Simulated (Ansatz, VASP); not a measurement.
**HfN in VASP and in Ansatz**

Contents of INCAR:

```
PREC = Accurate
ENCUT = 520
EDIFF = 1E-6
ISMEAR = -1
SIGMA = 0.01
LREAL = False
LASPH = True
NELM = 80
ALGO = Normal
ISIF = 2
LWAVE = False
LCHARG = False
NBANDS = 23
```

File KPOINTS:

```
regular mesh
0
Gamma
  8 8 4
```

File POSCAR:

```
HfN
1.0
    3.2053896892      0.0000000000      0.0000000000
   -1.6026948446      2.7759489601      0.0000000000
    0.0000000000      0.0000000000      5.5403197209
Hf N
2 2
Direct
    0.6666666667      0.3333333333      0.7500000000
    0.3333333333      0.6666666667      0.2500000000
    0.0000000000      0.0000000000      0.0000000000
    0.0000000000      0.0000000000      0.5000000000
```

Input for Ansatz:

```yaml
crystal:
  lattice:
    - [3.2053896891869478, 0.0, 0.0]
    - [-1.6026948445934739, 2.7759489600842464, 0.0]
    - [0.0, 0.0, 5.540319720910061]
  atoms:
    - { symbol: Hf, position: [0.6666666666666666, 0.3333333333333333, 0.75] }
    - { symbol: Hf, position: [0.3333333333333333, 0.6666666666666666, 0.25] }
    - { symbol: "N", position: [0.0, 0.0, 0.0] }
    - { symbol: "N", position: [0.0, 0.0, 0.5] }
basis:
  ecutwfc: 544.22772491976
kpoints:
  mp_grid:
    grid: [8, 8, 4]
hamiltonian:
  xc: lda
scf:
  mixing:
    algorithm: broyden
  occupations:
    method: fermi_dirac
    width: 0.01
output:
  stress: true
```

Alike in both runs: task single point; functional LDA; k mesh 8 × 8 × 4; occupations fermi-dirac, width 0.01 eV; no spin polarisation.

|  | VASP | Ansatz |
| --- | --- | --- |
| version | VASP 6.6.1 | Ansatz 0.2.0 |
| potentials or method | VASP PAW LDA potentials, release 64 (Hf_pv, N), cutoff 520 eV | plane waves, PAW |
| valence electrons in the cell | 30 | 62 |

|  | VASP | Ansatz | Ansatz less VASP |
| --- | --- | --- | --- |
| pressure (GPa) | -24.8 | -23.7 | +1.13 |
| traceless stress, the component that is largest in VASP (GPa) | -0.26 | -0.07 | +0.194 |

LDA's correlation is that of Perdew and Zunger in VASP and of Perdew and Wang (1992) in Ansatz. VASP's potentials hold 30 valence electrons a cell and Ansatz's 62, so a difference there can come from the potentials and not from the codes.

Neither program's run includes spin-orbit coupling.
